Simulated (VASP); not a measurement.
# CoO (F-43m) in VASP: further runs

Runs on CoO. Level: PBE. Tasks: single point.

Program: VASP 6.6.1. These are calculated values, not measurements. Logs are shortened: lines on timing, memory, paths and dates and some standing lists are left out, and cuts for length are marked.

### 1 The cell of the first run

Symmetry: F-43m, No. 216, cubic system. The conventional cell has a = 4.749 Å, b = 4.749 Å, c = 4.749 Å, α = 90.00°, β = 90.00°, γ = 90.00°. Within 2.7 Å of Co (site symmetry -43m) lie 4 O at 2.06 Å. Within 2.7 Å of O (site symmetry -43m) lie 4 Co at 2.06 Å.

### 2 Single point, PBE, collinear spin, ferromagnetic start

INCAR reads:

```
ALGO     = Normal         # electronic algorithm
EDIFF    = 1E-6           # SCF threshold, eV
ENCUT    = 600            # plane-wave cutoff, eV
GGA      = PE             # functional
GGA_COMPAT= False        
ISIF     = 2              # what is computed and relaxed
ISMEAR   = -1             # smearing method
ISPIN    = 2              # spin polarisation
LASPH    = True           # aspherical terms in the spheres
LCHARG   = False          # write CHGCAR
LMAXMIX  = 4              # l up to which the mixer works
LORBIT   = 11             # projections on sites
LREAL    = False          # projectors in reciprocal space
LWAVE    = False          # write WAVECAR
MAGMOM   = 2 0            # initial moments
NBANDS   = 22             # bands
NELM     = 200            # most SCF steps
PREC     = Accurate       # precision mode
SIGMA    = 0.05           # smearing width, eV
```

KPOINTS reads:

```
k-points
0
Gamma
  10 10 10
```

POSCAR reads:

```
CoO
1.0
    0.0000000000      2.3744827694      2.3744827694
    2.3744827694      0.0000000000      2.3744827694
    2.3744827694      2.3744827694      0.0000000000
Co O
1 1
Direct
    0.0000000000      0.0000000000      0.0000000000
    0.2500000000      0.2500000000      0.2500000000
```

Potentials or basis: VASP PAW PBE potentials, release 64 (Co_sv, O).

Started as:

```sh
> cat potpaw_PBE.64/Co_sv/POTCAR potpaw_PBE.64/O/POTCAR > POTCAR
> mpirun -np 1 vasp_std > vasp.out
```

OUTCAR:

```text
EDIFF = 1E-6
   ENCUT = 600
   GGA = PE
   ISIF = 2
   ISMEAR = -1
   ISPIN = 2
   LASPH = True
   LORBIT = 11
   LREAL = False
   NELM = 200
   PREC = Accurate

 ion  position               nearest neighbor table
   1  0.000  0.000  0.000-   2 2.06   2 2.06   2 2.06   2 2.06
   2  0.250  0.250  0.250-   1 2.06   1 2.06   1 2.06   1 2.06

  LATTYP: Found a face centered cubic cell.
 ALAT       =     4.7489655388

  Lattice vectors:

 A1 = (   0.0000000000,   2.3744827694,   2.3744827694)
 A2 = (   2.3744827694,   0.0000000000,   2.3744827694)
 A3 = (   2.3744827694,   2.3744827694,   0.0000000000)

Analysis of symmetry for initial positions (statically):
=====================================================================
 Subroutine PRICEL returns:
 Original cell was already a primitive cell.

 Routine SETGRP: Setting up the symmetry group for a
 face centered cubic supercell.

 Subroutine GETGRP returns: Found 24 space group operations
 (whereof 24 operations were pure point group operations)
 out of a pool of 48 trial point group operations.

The static configuration has the point symmetry T_d .

Analysis of symmetry for dynamics (positions and initial velocities):
=====================================================================
 Subroutine PRICEL returns:
 Original cell was already a primitive cell.

 Routine SETGRP: Setting up the symmetry group for a
 face centered cubic supercell.

 Subroutine GETGRP returns: Found 24 space group operations
 (whereof 24 operations were pure point group operations)
 out of a pool of 48 trial point group operations.

The dynamic configuration has the point symmetry T_d .

Analysis of structural, dynamic, and magnetic symmetry:
=====================================================================
 Subroutine PRICEL returns:
 Original cell was already a primitive cell.

 Routine SETGRP: Setting up the symmetry group for a
 face centered cubic supercell.

 Subroutine GETGRP returns: Found 24 space group operations
 (whereof 24 operations were pure point group operations)
 out of a pool of 48 trial point group operations.

The overall configuration has the point symmetry T_d .

 Subroutine INISYM returns: Found 24 space group operations
 (whereof 24 operations are pure point group operations),
 and found     1 'primitive' translations

----------------------------------------------------------------------------------------

                                     Primitive cell

  volume of cell :      26.7755

  direct lattice vectors                    reciprocal lattice vectors
     0.000000000  2.374482769  2.374482769    -0.210572174  0.210572174  0.210572174
     2.374482769  0.000000000  2.374482769     0.210572174 -0.210572174  0.210572174
     2.374482769  2.374482769  0.000000000     0.210572174  0.210572174 -0.210572174

  length of vectors
     3.358025736  3.358025736  3.358025736     0.364721705  0.364721705  0.364721705

  position of ions in fractional coordinates (direct lattice)
     0.000000000  0.000000000  0.000000000
     0.250000000  0.250000000  0.250000000

  ion indices of the primitive-cell ions
   primitive index   ion index
                 1           1
                 2           2

----------------------------------------------------------------------------------------

 KPOINTS: k-points

Automatic generation of k-mesh.
 Grid dimensions read from file:
 generate k-points for:   10   10   10

 Generating k-lattice:

  Cartesian coordinates                     Fractional coordinates (reciprocal lattice)
    -0.021057217  0.021057217  0.021057217     0.100000000  0.000000000  0.000000000
     0.021057217 -0.021057217  0.021057217     0.000000000  0.100000000  0.000000000
     0.021057217  0.021057217 -0.021057217     0.000000000  0.000000000  0.100000000

  Length of vectors
     0.036472170  0.036472170  0.036472170

  Shift w.r.t. Gamma in fractional coordinates (k-lattice)
     0.000000000  0.000000000  0.000000000

 Subroutine IBZKPT returns following result:
 ===========================================

 Found     47 irreducible k-points:

 Following reciprocal coordinates:
            Coordinates               Weight
  0.000000  0.000000  0.000000      1.000000
  0.100000  0.000000  0.000000      8.000000
  0.200000  0.000000  0.000000      8.000000
  0.300000  0.000000  0.000000      8.000000
  0.400000  0.000000  0.000000      8.000000
  0.500000  0.000000  0.000000      4.000000
[... 16 lines left out ...]
  0.300000  0.300000  0.000000      6.000000
  0.400000  0.300000  0.000000     24.000000
 [... further k-points ...]
   k-points           NKPTS =     47   k-points in BZ     NKDIM =     47   number of bands    NBANDS=     22
   number of dos      NEDOS =    301   number of ions     NIONS =      2
   total plane-waves  NPLWV =  21952
   dimension x,y,z NGX =    28 NGY =   28 NGZ =   28
   dimension x,y,z NGXF=    56 NGYF=   56 NGZF=   56
   ions per type =               1   1
   NGX,Y,Z   is equivalent  to a cutoff of  13.86, 13.86, 13.86 a.u.
   NGXF,Y,Z  is equivalent  to a cutoff of  27.72, 27.72, 27.72 a.u.
 SYSTEM =  unknown system
   PREC   = accura    normal or accurate (medium, high low for compatibility)
   ISTART =      0    job   : 0-new  1-cont  2-samecut
   ICHARG =      2    charge: 1-file 2-atom 10-const
   ISPIN  =      2    spin polarized calculation?
   LNONCOLLINEAR =      F non collinear calculations
   LSORBIT =      F    spin-orbit coupling
   LASPH  =      T    aspherical Exc in radial PAW
   ENCUT  =  600.0 eV  44.10 Ry    6.64 a.u.   6.71  6.71  6.71*2*pi/ulx,y,z
   NELM   =    200;   NELMIN=  2; NELMDL= -5     # of ELM steps
   EDIFF  = 0.1E-05   stopping-criterion for ELM
   LREAL  =      F    real-space projection
   EDIFFG = 0.1E-04   stopping-criterion for IOM
   NSW    =      0    number of steps for IOM
   IBRION =     -1    ionic relax: 0-MD 1-quasi-New 2-CG
   NFREE  =      0    steps in history (QN), initial steepest desc. (CG)
   ISIF   =      2    stress and relaxation
   ISYM   =      2    0-nonsym 1-usesym 2-fastsym
   POTIM  = 0.5000    time-step for ionic-motion
   TEBEG  =    0.0;   TEEND  =   0.0 temperature during run
   PSTRESS=    0.0 pullay stress
   NELECT =      23.0000    total number of electrons
   NUPDOWN=      -1.0000    fix difference up-down
   EMIN   =  10.00;   EMAX   =-10.00  energy-range for DOS
   EFERMI =   0.00;   METHOD = LEGACY
   ISMEAR =    -1;   SIGMA  =   0.05  broadening in eV -4-tet -1-fermi 0-gaus
   EFERMI_NEDOS =   21; number of points for ismear=-14 and -15
   IALGO  =     38    algorithm
   IMIX   =      4    mixing-type and parameters
     AMIX     =   0.40;   BMIX     =  1.00
     AMIX_MAG =   1.60;   BMIX_MAG =  1.00
  volume/ion in A,a.u.               =      13.39        90.34
  Fermi-wavevector in a.u.,A,eV,Ry     =   1.556223  2.940835 32.950987  2.421829
  Thomas-Fermi vector in A             =   2.660050
   LORBIT       =     11    0 simple, 1 ext, 2 COOP (PROOUT), +10 PAW based schemes
   GGA     = PE    functional components
   LHFCALC =     F    Hartree Fock is set to
   AEXX    =    0.0000 exact exchange contribution
   IVDW    =     0    specifies the selected vdW correction
   LEPSILON=     F    determine dielectric tensor
   LRPA    =     F    only Hartree local field effects (RPA)
 spin polarized calculation
  energy-cutoff  :      600.00
  volume of cell :       26.78
 maximum number of plane-waves:       914
   NGX = 13   NGY = 13   NGZ = 13

 number of electron      22.9999998 magnetization       2.9967545

 Free energy of the ion-electron system (eV)
  ---------------------------------------------------
  ext. energy  EPLUGINS =         0.00000000
  ---------------------------------------------------
  free energy    TOTEN  =       -13.24477061 eV

  energy without entropy =      -13.23304108  energy(sigma->0) =      -13.23890585

 E-fermi :   4.9972     XC(G=0): -10.5673

 val. band max:        4.9761894189   @ k =  -0.4000   0.5000   0.1000
 cond. band min:       5.0349432419   @ k =   0.5000   0.5000   0.0000
 fundamental gap:      0.0587538231
 Fermi energy:         4.9971580808

 spin component 1

 k-point     1 :       0.0000    0.0000    0.0000
  band No.  band energies     occupation
      1     -91.5852      1.00000
      2     -54.8380      1.00000
      3     -54.8380      1.00000
      4     -54.8379      1.00000
      5     -13.8704      1.00000
      6      -0.2850      1.00000
[... 14 lines left out ...]
     21      24.0021      0.00000
     22      26.0346      0.00000

 k-point     2 :       0.1000    0.0000    0.0000
  band No.  band energies     occupation
      1     -91.5851      1.00000
      2     -54.8393      1.00000
      3     -54.8386      1.00000
      4     -54.8386      1.00000
      5     -13.8287      1.00000
      6      -0.4002      1.00000
[... 542 lines left out ...]
 k-point    24 :       0.4000    0.3000    0.0000
  band No.  band energies     occupation
      1     -91.5845      1.00000
      2     -54.8447      1.00000
      3     -54.8408      1.00000
      4     -54.8407      1.00000
      5     -13.4003      1.00000
      6      -0.9485      1.00000
[... 14 lines left out ...]
     21      29.4660      0.00000
     22      31.1158      0.00000

 [... further k-points ...]

 spin component 2

 k-point     1 :       0.0000    0.0000    0.0000
  band No.  band energies     occupation
      1     -88.5428      1.00000
      2     -51.8676      1.00000
      3     -51.8675      1.00000
      4     -51.8674      1.00000
      5     -13.3164      1.00000
      6       1.0744      1.00000
[... 14 lines left out ...]
     21      24.3552      0.00000
     22      26.4274      0.00000

 k-point     2 :       0.1000    0.0000    0.0000
  band No.  band energies     occupation
      1     -88.5427      1.00000
      2     -51.8689      1.00000
      3     -51.8681      1.00000
      4     -51.8680      1.00000
      5     -13.2724      1.00000
      6       0.8482      1.00000
[... 542 lines left out ...]
 k-point    24 :       0.4000    0.3000    0.0000
  band No.  band energies     occupation
      1     -88.5420      1.00000
      2     -51.8757      1.00000
      3     -51.8710      1.00000
      4     -51.8707      1.00000
      5     -12.8178      1.00000
      6      -0.2257      1.00000
[... 14 lines left out ...]
     21      29.9865      0.00000
     22      31.6187      0.00000

 [... further k-points ...]
[... 5 lines left out ...]
  --------------------------------------------------------------------------------------
  -------------------------------------------------------------------------------------
  Total       -2.7773413     -2.7773413     -2.7773413      0.0000000     -0.0000000      0.0000000
  in kB     -166.1891930   -166.1891930   -166.1891930      0.0000000     -0.0000000      0.0000000
  external PRESSURE =    -166.1891930 kB  Pullay stress =       0.0000000 kB

 VOLUME and BASIS-vectors are now :
 -----------------------------------------------------------------------------
  energy-cutoff  :      600.00
  volume of cell :       26.78
      direct lattice vectors                 reciprocal lattice vectors
     0.000000000  2.374482769  2.374482769    -0.210572174  0.210572174  0.210572174
     2.374482769  0.000000000  2.374482769     0.210572174 -0.210572174  0.210572174
     2.374482769  2.374482769  0.000000000     0.210572174  0.210572174 -0.210572174

 POSITION                                       TOTAL-FORCE (eV/Angst)
 -----------------------------------------------------------------------------------
      0.00000      0.00000      0.00000         0.000000     -0.000000      0.000000
      1.18724      1.18724      1.18724        -0.000000      0.000000     -0.000000
 -----------------------------------------------------------------------------------
    total drift:                               -0.000000     -0.000000     -0.000001

  FREE ENERGIE OF THE ION-ELECTRON SYSTEM (eV)
  ---------------------------------------------------
  free  energy   TOTEN  =       -13.2447706140 eV

  energy  without entropy=      -13.2330410824  energy(sigma->0) =      -13.23890585

 total charge

# of ion       s       p       d       tot
------------------------------------------
    1        2.147   6.059   6.648  14.854
    2        1.547   3.381   0.000   4.928
--------------------------------------------------
tot          3.694   9.440   6.648  19.783

 magnetization (x)

# of ion       s       p       d       tot
------------------------------------------
    1        0.013   0.018   2.466   2.498
    2        0.019   0.293   0.000   0.312
--------------------------------------------------
tot          0.032   0.311   2.466   2.810
```

It took 84 s on 1 thread of AMD EPYC 9R45 (Zen 5), shared host; peak memory 0.16 GiB.

Results:

* Free energy: -13.2448 eV
* Pressure: -16.6 GPa
* Band gap on the k mesh: zero (filled and empty bands touch)
* Net moment: 3.00 μB per cell
* Site moments: Co +2.50; O +0.31 μB
* Valence electrons inside the program's atomic spheres: Co 14.85; O 4.93

Levels at points of the mesh, in eV from the Fermi level:
Spin up:
| k point | band 11 | band 12 | band 13 | band 14 | band 15 | band 16 |
| --- | --- | --- | --- | --- | --- | --- |
| (0.00, 0.00, 0.00) | -0.10 | -0.08 | -0.08 | -0.08 | 12.99 | 12.99 |
| (0.50, 0.00, 0.00) | -2.12 | -0.74 | -0.74 | 4.99 | 6.37 | 12.52 |
| (0.50, 0.50, 0.00) | -1.87 | -1.87 | -1.54 | 4.76 | 8.46 | 10.44 |
Spin down:
```csv
k point,band 8,band 9,band 10,band 11,band 12,band 13
"(0.00, 0.00, 0.00)",-3.92,-0.38,-0.38,0.49,2.42,2.42
"(0.50, 0.00, 0.00)",-3.78,-0.18,-0.18,0.50,1.70,1.70
"(0.50, 0.50, 0.00)",-3.61,-0.24,-0.10,0.04,1.10,1.10
```

Caveat: a cell with one magnetic atom can't hold antiferromagnetic order, which such compounds often take; semilocal functionals often make such compounds metallic where correlation or magnetic order opens a gap, which also shifts bond lengths. With open d or f shells a metallic result of PBE can be an artefact of self-interaction; +U or a hybrid may open a gap.

### 3 Single point, PBE, collinear spin, ferromagnetic start

This run uses another cell than the first one, of 12.36 Å³/atom, 0.923 times its volume.

INCAR reads:

```
PREC = Accurate
ENCUT = 600
EDIFF = 1E-6
ISMEAR = -1
SIGMA = 0.05
LREAL = False
LASPH = True
NELM = 200
ALGO = Normal
ISIF = 2
LWAVE = False
LCHARG = False
ISPIN = 2
MAGMOM = 2 0
LORBIT = 11
LMAXMIX = 4
GGA = PE
NBANDS = 22
GGA_COMPAT = False
```

KPOINTS reads:

```
regular mesh
0
Gamma
  10 10 10
```

POSCAR reads:

```
CoO
1.0
    0.0000000000      2.3119671215      2.3119671215
    2.3119671215      0.0000000000      2.3119671215
    2.3119671215      2.3119671215      0.0000000000
Co O
1 1
Direct
    0.0000000000      0.0000000000      0.0000000000
    0.2500000000      0.2500000000      0.2500000000
```

Potentials or basis: VASP PAW PBE potentials, release 64 (Co_sv, O).

Started as:

```sh
> cat potpaw_PBE.64/Co_sv/POTCAR potpaw_PBE.64/O/POTCAR > POTCAR
> mpirun -np 1 vasp_std > vasp.out
```

Wall time 40 s (1 thread of Intel Xeon 6975P-C (Granite Rapids), shared host); peak memory 0.19 GiB.

Results (log left out):

| Property | Result |
| --- | --- |
| Free energy | -13.4002 eV |
| Pressure | -10.4 GPa |
| Net moment | 2.94 μB per cell |
| Site moments | Co +2.46; O +0.32 μB |
| Valence electrons inside the program's atomic spheres | Co 14.89; O 4.96 |

Levels at points of the mesh, in eV from the Fermi level:
Spin up:
| k point | band 11 | band 12 | band 13 | band 14 | band 15 | band 16 |
| --- | --- | --- | --- | --- | --- | --- |
| (0.00, 0.00, 0.00) | 0.01 | 0.09 | 0.09 | 0.09 | 13.57 | 13.57 |
| (0.50, 0.00, 0.00) | -2.16 | -0.65 | -0.65 | 5.34 | 6.67 | 13.06 |
| (0.50, 0.50, 0.00) | -1.83 | -1.83 | -1.55 | 4.95 | 9.20 | 10.74 |
Spin down:
```tsv
k point	band 8	band 9	band 10	band 11	band 12	band 13
(0.00, 0.00, 0.00)	-4.40	-0.42	-0.42	0.56	2.56	2.56
(0.50, 0.00, 0.00)	-4.23	-0.20	-0.20	0.41	1.75	1.75
(0.50, 0.50, 0.00)	-4.01	-0.48	-0.09	0.06	1.07	1.07
```

Caveat: a cell with one magnetic atom can't hold antiferromagnetic order, which such compounds often take; semilocal functionals often make such compounds metallic where correlation or magnetic order opens a gap, which also shifts bond lengths. With open d or f shells a metallic result of PBE can be an artefact of self-interaction; +U or a hybrid may open a gap.
